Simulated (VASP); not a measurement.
Sb:

```
CELL_PARAMETERS angstrom
4.24035 0.00000 0.00000
-2.12018 3.67225 0.00000
0.00000 0.00000 6.61993
ATOMIC_POSITIONS crystal
Sb 0.66667 0.33333 0.71650
Sb 0.66667 0.33333 0.28350
Sb 0.00000 0.00000 0.00000
```

* Program: VASP 6.6.1
* Task: relaxation of cell and atoms
* Functional: PBE
* Potentials or basis: VASP PAW PBE potentials, release 64 (Sb)
* Cutoff: 600 eV
* k mesh: 12 × 12 × 8
* Occupations: gaussian, width 0.1 eV
* Spin: no spin polarisation

At the start: pressure 0.4 GPa; volume 34.36 Å³/atom.

**Question.** Where does the relaxation end?

**Answer.** Over 12 steps the energy falls by 2.2 meV/atom and the volume is 34.01 Å³/atom (-1.0 %); space group P-6m2 (No. 187, to 0.05 Å).

The path:
```
step  energy change (eV)  largest force (eV/Å)  pressure (GPa)  volume (Å³)
   1              0.0000                0.1169            0.41       103.08
   2             -0.0026                0.0480           -0.34       104.41
   3             -0.0028                0.0616           -0.18       104.13
   4             -0.0040                0.0317           -0.15       103.79
   5             -0.0054                0.0299           -0.10       103.13
   6             -0.0043                0.1612            0.01       101.80
   7             -0.0056                0.0673           -0.07       102.75
   8             -0.0064                0.0211            0.03       102.14
   9             -0.0065                0.0004            0.08       101.85
  10             -0.0065                0.0053            0.07       101.93
  11             -0.0064                0.0023           -0.10       102.20
  12             -0.0065                0.0022            0.00       102.03
```

Final structure:
```
Sb
1.0
     4.18064    0.00000    0.00000
    -2.09032    3.62054    0.00000
     0.00000    0.00000    6.74074
Sb
3
Cartesian
  2.0903 1.2068 4.8124
  2.0903 1.2068 1.9284
  0.0000 0.0000 0.0000
```
